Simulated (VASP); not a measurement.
# InSi8C7 (a cell with a defect) in VASP: further runs

The runs below take InSi8C7 (a cell with a defect) through single point, with PBEsol, PBEsol+D3(BJ).

All numbers are computed with VASP 6.6.1; they aren't measurements. Logs are shortened: lines on timing, memory, paths and dates and some standing lists are left out, and cuts for length are marked.

## (1) The cell of the first run

The cell holds a defect, 16 atoms: a = 8.714 Å, b = 4.357 Å, c = 4.357 Å, α = 90.00°, β = 90.00°, γ = 90.00°.

## (2) Single point, PBEsol, collinear spin

The input, INCAR:

```
SYSTEM = InSi8C7
ALGO = Normal
EDIFF = 1E-6
ENCUT = 520
GGA = PS
ISIF = 2
ISMEAR = -1
ISPIN = 2
LASPH = .True.
LCHARG = .True.
LELF = .True.
LORBIT = 11
LREAL = Auto
LVHAR = .True.
LWAVE = .False.
MAGMOM = 0 0.2 0 0.2 0 0.2 0 0.2 0 0 0 0 0 0 0 0.2
NBANDS = 54
NELM = 150
PREC = Accurate
SIGMA = 0.05
```

The input, KPOINTS:

```
Automatic mesh
0
Gamma
  2 2 2
  0.5 0.5 0.5
```

The input, POSCAR:

```
InSi8C7
1.0
    8.7137060000      0.0000000000      0.0000000000
    0.0000000000      4.3568530000      0.0000000000
    0.0000000000      0.0000000000      4.3568530000
Si C In
8 7 1
Direct
    0.9997220000      0.0277160000      0.9837710000
    0.5116230000      0.9802120000      0.9993570000
    0.2568990000      0.4887480000      0.0165420000
    0.7540330000      0.4875950000      0.0513220000
    0.2422740000      0.9879920000      0.5081360000
    0.7327910000      0.0105690000      0.4553900000
    0.0086250000      0.5028590000      0.5018390000
    0.5078490000      0.4649170000      0.4611000000
    0.1142000000      0.2422070000      0.2506800000
    0.3750760000      0.7398810000      0.2592250000
    0.8640240000      0.7727270000      0.2392540000
    0.3659780000      0.2503010000      0.7676000000
    0.8892890000      0.2380120000      0.7532230000
    0.1297800000      0.7241770000      0.7371030000
    0.6117430000      0.7316100000      0.7736380000
    0.6203200000      0.2983560000      0.2837390000
```

Potentials or basis: VASP PAW PBE potentials, release 64 (Si, C, In_d).

The run is started by

```sh
> cat potpaw_PBE.64/Si/POTCAR potpaw_PBE.64/C/POTCAR potpaw_PBE.64/In_d/POTCAR > POTCAR
> mpirun -np 1 vasp_std > vasp.out
```

OUTCAR:

```text
SYSTEM = InSi8C7
   EDIFF = 1E-6
   ENCUT = 520
   GGA = PS
   ISIF = 2
   ISMEAR = -1
   ISPIN = 2
   LASPH = .True.
   LORBIT = 11
   LREAL = Auto
   NELM = 150
   PREC = Accurate

 ion  position               nearest neighbor table
   1  1.000  0.028  0.984-  13 1.67   9 1.79  11 1.97  14 2.05   4 2.95   7 2.95   5 2.97   3 3.01
                             7 3.06   6 3.10   7 3.11   5 3.12
   2  0.512  0.980  0.999-  15 1.70  10 1.95  12 2.00  16 2.09   6 2.77   8 2.92   8 3.01   4 3.02
                             6 3.06   4 3.07   3 3.08   3 3.14  16 3.36  16 3.54
   3  0.257  0.489  0.017-  12 1.78  10 1.84   9 1.93  14 1.94   8 2.92   1 3.01   7 3.03   5 3.06
                             5 3.06   2 3.08   5 3.11   5 3.11   7 3.12   2 3.14  16 3.47
   4  0.754  0.488  0.051-  16 1.75  11 1.77  15 2.03  13 2.06   6 2.73   8 2.79   6 2.89   1 2.95
                             7 2.96   2 3.02   2 3.07
   5  0.242  0.988  0.508-  14 1.81  10 1.92   9 1.93  12 1.94   7 2.93   1 2.97   7 3.03   3 3.06
                             3 3.06   3 3.11   3 3.11   8 3.12   1 3.12
   6  0.733  0.011  0.455-  16 1.76  11 1.81  15 2.12  13 2.13   4 2.73   2 2.77   8 2.79   4 2.89
                             2 3.06   8 3.08   1 3.10  16 3.34
   7  0.009  0.503  0.502-  14 1.76   9 1.83  13 1.90  11 2.07   5 2.93   1 2.95   4 2.96   3 3.03
                             5 3.03   1 3.06   1 3.11   3 3.12
   8  0.508  0.465  0.461-  16 1.44  10 1.88  15 2.01  12 2.05   6 2.79   4 2.79   2 2.92   3 2.92
                             2 3.01   6 3.08   5 3.12
   9  0.114  0.242  0.251-   1 1.79   7 1.83   5 1.93   3 1.93
  10  0.375  0.740  0.259-   3 1.84   8 1.88   5 1.92   2 1.95  16 2.88
  11  0.864  0.773  0.239-   4 1.77   6 1.81   1 1.97   7 2.07  16 2.97
  12  0.366  0.250  0.768-   3 1.78   5 1.94   2 2.00   8 2.05
  13  0.889  0.238  0.753-   1 1.67   7 1.90   4 2.06   6 2.13
  14  0.130  0.724  0.737-   7 1.76   5 1.81   3 1.94   1 2.05
  15  0.612  0.732  0.774-   2 1.70   8 2.01   4 2.03   6 2.12  16 2.85  16 2.92
  16  0.620  0.298  0.284-   8 1.44   4 1.75   6 1.76   2 2.09  15 2.85  10 2.88  15 2.92  11 2.97
                             6 3.34   2 3.36   3 3.47   2 3.54

 -----------------------------------------------------------------------------
|                                                                             |
|           W    W    AA    RRRRR   N    N  II  N    N   GGGG   !!!           |
|           W    W   A  A   R    R  NN   N  II  NN   N  G    G  !!!           |
|           W    W  A    A  R    R  N N  N  II  N N  N  G       !!!           |
|           W WW W  AAAAAA  RRRRR   N  N N  II  N  N N  G  GGG   !            |
|           WW  WW  A    A  R   R   N   NN  II  N   NN  G    G                |
|           W    W  A    A  R    R  N    N  II  N    N   GGGG   !!!           |
|                                                                             |
|     The distance between some ions is very small. Please check the          |
|     nearest-neighbor list in the OUTCAR file.                               |
|     I HOPE YOU KNOW WHAT YOU ARE DOING!                                     |
|                                                                             |
 -----------------------------------------------------------------------------

  LATTYP: Found a simple tetragonal cell.
 ALAT       =     4.3568530000
 C/A-ratio  =     2.0000000000

  Lattice vectors:

 A1 = (   0.0000000000,   4.3568530000,   0.0000000000)
 A2 = (   0.0000000000,   0.0000000000,   4.3568530000)
 A3 = (   8.7137060000,   0.0000000000,   0.0000000000)

Analysis of symmetry for initial positions (statically):
=====================================================================
 Subroutine PRICEL returns:
 Original cell was already a primitive cell.

 Routine SETGRP: Setting up the symmetry group for a
 simple tetragonal supercell.

 Subroutine GETGRP returns: Found  1 space group operations
 (whereof  1 operations were pure point group operations)
 out of a pool of 16 trial point group operations.

The static configuration has the point symmetry C_1 .

Analysis of symmetry for dynamics (positions and initial velocities):
=====================================================================
 Subroutine PRICEL returns:
 Original cell was already a primitive cell.

 Routine SETGRP: Setting up the symmetry group for a
 simple tetragonal supercell.

 Subroutine GETGRP returns: Found  1 space group operations
 (whereof  1 operations were pure point group operations)
 out of a pool of 16 trial point group operations.

The dynamic configuration has the point symmetry C_1 .

Analysis of structural, dynamic, and magnetic symmetry:
=====================================================================
 Subroutine PRICEL returns:
 Original cell was already a primitive cell.

 Routine SETGRP: Setting up the symmetry group for a
 simple tetragonal supercell.

[... 53 lines left out ...]
     AMIX     =   0.40;   BMIX     =  1.00
     AMIX_MAG =   1.60;   BMIX_MAG =  1.00
  volume/ion in A,a.u.               =      10.34        69.76
  Fermi-wavevector in a.u.,A,eV,Ry     =   1.246425  2.355402 21.137681  1.553576
  Thomas-Fermi vector in A             =   2.380603
   LORBIT       =     11    0 simple, 1 ext, 2 COOP (PROOUT), +10 PAW based schemes
   GGA     = PS    functional components
   LHFCALC =     F    Hartree Fock is set to
   AEXX    =    0.0000 exact exchange contribution
   IVDW    =     0    specifies the selected vdW correction
   LEPSILON=     F    determine dielectric tensor
   LRPA    =     F    only Hartree local field effects (RPA)
 spin polarized calculation
  energy-cutoff  :      520.00
  volume of cell :      165.41
 maximum number of plane-waves:      4455
 NGX is ok and might be reduce to    64
   NGX = 33   NGY = 17   NGZ = 17

 number of electron      72.9999996 magnetization       0.0038778

 Free energy of the ion-electron system (eV)
  ---------------------------------------------------
  ext. energy  EPLUGINS =         0.00000000
  ---------------------------------------------------
  free energy    TOTEN  =       -75.05732437 eV

  energy without entropy =      -75.00543058  energy(sigma->0) =      -75.03137747

 E-fermi :  10.0223     XC(G=0): -11.8140

 val. band max:        9.9684531202   @ k =   0.2500   0.2500  -0.2500
 cond. band min:      10.0696693118   @ k =   0.2500  -0.2500  -0.2500
 fundamental gap:      0.1012161916
 Fermi energy:        10.0223249914

 spin component 1

 k-point     1 :       0.2500    0.2500    0.2500
  band No.  band energies     occupation
      1     -12.9047      1.00000
      2     -12.5152      1.00000
      3     -11.6735      1.00000
      4     -10.4043      1.00000
      5     -10.2370      1.00000
      6      -5.4122      1.00000
[... 193 lines left out ...]
     47      15.9739      0.00000
     48      16.2647      0.00000
 Fermi energy:        10.0223249914

 spin component 2

 k-point     1 :       0.2500    0.2500    0.2500
  band No.  band energies     occupation
      1     -12.9045      1.00000
      2     -12.5149      1.00000
      3     -11.6734      1.00000
      4     -10.4041      1.00000
      5     -10.2368      1.00000
      6      -5.4118      1.00000
[... 193 lines left out ...]
     47      15.9741      0.00000
     48      16.2650      0.00000
 [bands above 48 left out]

------------------------ aborting loop because EDIFF is reached ----------------------------------------

  FORCE on cell =-STRESS in cart. coord.  units (eV):
  Direction    XX          YY          ZZ          XY          YZ          ZX
  --------------------------------------------------------------------------------------
  -------------------------------------------------------------------------------------
  Total      102.8731016     83.4022488     71.4507533    -37.8936570     15.2668795    -42.9199530
  in kB      996.4687860    807.8665493    692.0997261   -367.0526676    147.8809203   -415.7393212
  external PRESSURE =     832.1450205 kB  Pullay stress =       0.0000000 kB

 VOLUME and BASIS-vectors are now :
 -----------------------------------------------------------------------------
  energy-cutoff  :      520.00
  volume of cell :      165.41
      direct lattice vectors                 reciprocal lattice vectors
     8.713706000  0.000000000  0.000000000     0.114761733  0.000000000  0.000000000
     0.000000000  4.356853000  0.000000000     0.000000000  0.229523466  0.000000000
     0.000000000  0.000000000  4.356853000     0.000000000  0.000000000  0.229523466

 POSITION                                       TOTAL-FORCE (eV/Angst)
 -----------------------------------------------------------------------------------
      8.71128      0.12075      4.28615         1.517582     -4.946756      1.772341
      4.45813      4.27064      4.35405        -8.096851     -3.693683     -3.958977
      2.23854      2.12940      0.07207        -2.055677      0.792332     -0.594245
      6.57042      2.12438      0.22360        19.166694     13.338330    -20.224072
      2.11110      4.30454      2.21387         1.214348      0.665307     -0.304090
      6.38533      0.04605      1.98407        17.474863    -19.620655     15.561941
[... 8 lines left out ...]
      5.33055      3.18752      3.37063         2.754221     -1.661509     -3.247467
      5.40529      1.29989      1.23621        21.988680    -29.205223    -32.599668
 -----------------------------------------------------------------------------------
    total drift:                               -0.000901     -0.025019     -0.004788

  FREE ENERGIE OF THE ION-ELECTRON SYSTEM (eV)
  ---------------------------------------------------
  free  energy   TOTEN  =       -75.0573243659 eV

  energy  without entropy=      -75.0054305835  energy(sigma->0) =      -75.03137747

 total charge

# of ion       s       p       d       tot
------------------------------------------
    1        0.730   1.025   0.000   1.755
    2        0.755   1.082   0.000   1.837
    3        0.716   0.999   0.000   1.715
    4        0.811   1.172   0.000   1.984
    5        0.711   0.968   0.000   1.679
    6        0.812   1.119   0.000   1.931
[... 8 lines left out ...]
   15        0.856   1.615   0.000   2.470
   16        1.400   2.833  10.138  14.371
--------------------------------------------------
tot         13.485  23.231  10.138  46.854

 magnetization (x)

# of ion       s       p       d       tot
------------------------------------------
    1       -0.000   0.000   0.000   0.000
    2       -0.000   0.000   0.000   0.000
    3       -0.000   0.000   0.000   0.000
    4        0.000   0.000   0.000   0.000
    5       -0.000   0.000   0.000   0.000
    6        0.000   0.000   0.000   0.000
[... 8 lines left out ...]
   15        0.000   0.000   0.000   0.000
   16        0.000   0.000   0.000   0.001
--------------------------------------------------
tot          0.000   0.002   0.000   0.002
```

Run time: 1.8 min. Hardware: 1 thread of Intel Xeon 6975P-C (Granite Rapids), shared host; peak memory 0.3 GiB.

What came out:

- Free energy: -75.0573 eV
- Pressure: 83.2 GPa
- Largest force: 80.902 eV/Å
- Net moment: 0.00 μB per cell
- Valence electrons inside the program's atomic spheres: Si 1.75, 1.84, 1.72, 1.98, 1.68, 1.93, 1.71, 2.24; C 2.56, 2.52, 2.53, 2.47, 2.55 (each value once); In 14.37

Forces in eV/Å, atoms in the order of the input:
```
Si    1.518  -4.947   1.772
Si   -8.097  -3.694  -3.959
Si   -2.056   0.792  -0.594
Si   19.167  13.338 -20.224
Si    1.214   0.665  -0.304
Si   17.475 -19.621  15.562
Si   -2.751  -0.406  -0.463
Si  -53.762  40.545  44.842
C     2.402   0.450   0.252
C    -0.284   1.187   0.018
C     2.973  -0.456   0.835
C     1.637  -2.070  -1.813
C    -4.249   3.252  -2.823
C     0.071   1.831   2.748
C     2.754  -1.662  -3.247
In   21.989 -29.205 -32.600
```

Levels at points of the mesh, in eV from the Fermi level:
Spin up:
| k point | band 34 | band 35 | band 36 | band 37 | band 38 | band 39 |
| --- | --- | --- | --- | --- | --- | --- |
| (0.25, 0.25, 0.25) | -1.32 | -1.21 | -0.79 | 0.08 | 1.87 | 2.32 |
Spin down:
| k point | band 34 | band 35 | band 36 | band 37 | band 38 | band 39 |
| --- | --- | --- | --- | --- | --- | --- |
| (0.25, 0.25, 0.25) | -1.32 | -1.21 | -0.79 | 0.08 | 1.87 | 2.32 |

Caveat: the k points lie up to 0.72 Å⁻¹ apart; atoms lie so close that the PAW spheres overlap strongly, which falsifies energies and pressures; the PAW data sets were made with another functional, which shifts forces and pressure a little; spin-orbit coupling is left out, which moves the levels of the heavy elements.

## (3) Single point, PBEsol+D3(BJ), collinear spin

The input, INCAR:

```
SYSTEM = InSi8C7
  ALGO = Normal
  EDIFF = 1E-6
  ENCUT = 520
  GGA = PS
  ISIF = 2
  ISMEAR = -1
  ISPIN = 2
  IVDW = 12
  LASPH = .TRUE.
  LCHARG = .TRUE.
  LELF = .TRUE.
  LORBIT = 11
  LREAL = Auto
  LVHAR = .TRUE.
  LWAVE = .FALSE.
  MAGMOM = 0 0.2 0 0.2 0 0.2 0 0.2 0 0 0 0 0 0 0 0.2
  NBANDS = 54
  NELM = 150
  PREC = Accurate
  SIGMA = 0.05
```

KPOINTS is that of step 2.

POSCAR is that of step 2.

Potentials or basis: VASP PAW PBE potentials, release 64 (Si, C, In_d).

The run is started by

```sh
> cat potpaw_PBE.64/Si/POTCAR potpaw_PBE.64/C/POTCAR potpaw_PBE.64/In_d/POTCAR > POTCAR
> mpirun -np 1 vasp_std > vasp.out
```

Wall time 1.8 min (1 thread of Intel Xeon 6975P-C (Granite Rapids), shared host); peak memory 0.32 GiB.

The run converged. Its results:

```
Free energy                                           : -79.6591 eV
Pressure                                              : 78.7 GPa
Largest force                                         : 80.897 eV/Å
Net moment                                            : 0.00 μB per cell
Valence electrons inside the program's atomic spheres : Si 1.75, 1.84, 1.72, 1.98, 1.68, 1.93, 1.71, 2.24; C 2.56, 2.52, 2.53, 2.47, 2.55 (each value once); In 14.37
Dispersion energy per atom                            : -0.288 eV
```

Forces in eV/Å, atoms in the order of the input:
```
Si    1.518  -4.944   1.773
Si   -8.096  -3.691  -3.955
Si   -2.055   0.792  -0.594
Si   19.164  13.337 -20.218
Si    1.213   0.664  -0.303
Si   17.470 -19.620  15.554
Si   -2.749  -0.406  -0.462
Si  -53.760  40.543  44.838
C     2.401   0.449   0.251
C    -0.283   1.187   0.017
C     2.971  -0.456   0.834
C     1.638  -2.071  -1.813
C    -4.244   3.252  -2.821
C     0.072   1.830   2.745
C     2.754  -1.662  -3.247
In   21.987 -29.204 -32.601
```

Stress tensor (GPa, compression positive):
```
 95.14 -36.71 -41.58
-36.71  76.26  14.79
-41.58  14.79  64.69
```

Levels at points of the mesh, in eV from the Fermi level:
Spin up:
```
           k point  band 34  band 35  band 36  band 37  band 38  band 39
(0.25, 0.25, 0.25)    -1.32    -1.21    -0.79     0.08     1.87     2.32
```
Spin down:
```tsv
k point	band 33	band 34	band 35	band 36	band 37	band 38	band 39	band 40
(0.25, 0.25, 0.25)	-2.09	-1.32	-1.21	-0.79	0.08	1.87	2.32	3.18
```

Caveat: the k points lie up to 0.72 Å⁻¹ apart; atoms lie so close that the PAW spheres overlap strongly, which falsifies energies and pressures; the PAW data sets were made with another functional, which shifts forces and pressure a little; spin-orbit coupling is left out, which moves the levels of the heavy elements.

## (4) Single point, PBEsol, collinear spin

The input, INCAR:

```
SYSTEM = InSi8C7
PREC     = Accurate       ! precision mode
ENCUT    = 520            ! plane-wave cutoff, eV
EDIFF    = 1E-7           ! SCF threshold, eV
ISMEAR   = -5             ! smearing method
SIGMA    = 0.05           ! smearing width, eV
LREAL    = Auto         
LASPH    = .TRUE.         ! aspherical terms in the spheres
NELM     = 150            ! most SCF steps
ALGO     = Normal         ! electronic algorithm
ISIF     = 2              ! what is computed and relaxed
LWAVE    = .FALSE.        ! write WAVECAR
LCHARG   = .FALSE.        ! write CHGCAR
ISPIN    = 2              ! spin polarisation
MAGMOM   = 0 0.2 0 0.2 0 0.2 0 0.2 0 0 0 0 0 0 0 0.2 ! initial moments
LORBIT   = 11             ! projections on sites
GGA      = PS             ! functional
NBANDS   = 54             ! bands
```

KPOINTS is that of step 3.

POSCAR is that of step 3.

The run is started by

```sh
> cat potpaw_PBE.64/Si/POTCAR potpaw_PBE.64/C/POTCAR potpaw_PBE.64/In_d/POTCAR > POTCAR
> mpirun -np 1 vasp_std > vasp.out
```

Run time: 1.8 min. Hardware: 1 thread of Intel Xeon 6975P-C (Granite Rapids), shared host; peak memory 0.32 GiB.

The run converged. Its results:

```
Free energy                                           : -75.0159 eV
Pressure                                              : 83.1 GPa
Largest force                                         : 80.522 eV/Å
Band gap on the k mesh                                : 0.01 eV
Net moment                                            : 1.00 μB per cell
Site moments                                          : Si +0.01, +0.00, +0.02, +0.03 (each value once); C +0.01, +0.05, +0.07, +0.06, +0.03, +0.16 (each value once); In +0.20 μB
Valence electrons inside the program's atomic spheres : Si 1.76, 1.83, 1.71, 1.99, 1.68, 1.94, 2.23 (each value once); C 2.56, 2.52, 2.53, 2.48, 2.55, 2.47 (each value once); In 14.37
```

Forces in eV/Å, atoms in the order of the input:
```
Si    1.486  -4.989   1.849
Si   -8.497  -3.685  -3.989
Si   -2.091   0.787  -0.597
Si   18.941  13.447 -20.402
Si    1.187   0.660  -0.306
Si   17.316 -19.857  15.759
Si   -2.802  -0.391  -0.481
Si  -53.926  40.166  44.301
C     2.387   0.461   0.242
C    -0.114   1.144   0.109
C     3.125  -0.439   0.846
C     1.805  -2.017  -1.864
C    -4.162   3.285  -2.871
C     0.105   1.833   2.733
C     3.393  -1.544  -3.328
In   21.847 -28.861 -32.001
```

Stress tensor (GPa, compression positive):
```
 99.32 -36.51 -41.07
-36.51  80.93  12.26
-41.07  12.26  69.19
```

Levels at points of the mesh, in eV from the valence-band top:
Spin up:
| k point | band 35 | band 36 | band 37 | band 38 | band 39 | band 40 |
| --- | --- | --- | --- | --- | --- | --- |
| (0.25, 0.25, 0.25) | -1.27 | -0.85 | 0.00 | 1.84 | 2.29 | 3.17 |
Spin down:
| k point | band 33 | band 34 | band 35 | band 36 | band 37 | band 38 | band 39 | band 40 |
| --- | --- | --- | --- | --- | --- | --- | --- | --- |
| (0.25, 0.25, 0.25) | -2.01 | -1.26 | -1.17 | -0.74 | 0.23 | 1.91 | 2.36 | 3.21 |

Caveat: the k points lie up to 0.72 Å⁻¹ apart; atoms lie so close that the PAW spheres overlap strongly, which falsifies energies and pressures; the PAW data sets were made with another functional, which shifts forces and pressure a little; spin-orbit coupling is left out, which moves the levels of the heavy elements.

## (5) Overview

```csv
level,smearing,gap on the mesh (eV),pressure (GPa),moment (μB),largest force (eV/Å)
PBEsol,fermi-dirac 0.05 eV,none,83.2,0.00,80.90
PBEsol+D3(BJ),fermi-dirac 0.05 eV,none,78.7,0.00,80.90
PBEsol,tetrahedron,0.01,83.1,1.00,80.52
```

Alike in all rows: task single point; potentials or basis VASP PAW PBE potentials, release 64 (Si, C, In_d); spin collinear; cell as given; k mesh 2 × 2 × 2, shifted; cutoff (eV) 520.

Caveats: all runs use coarse meshes; atoms lie so close that the PAW spheres overlap strongly, which falsifies energies and pressures; the PAW data sets were made with another functional, which shifts forces and pressure a little; spin-orbit coupling is left out, which moves the levels of the heavy elements.

Total energies depend on the potentials used, so only differences within one code and one set of settings carry meaning.

The gap in the log of VASP goes by the Fermi energy; the results here count the filled bands.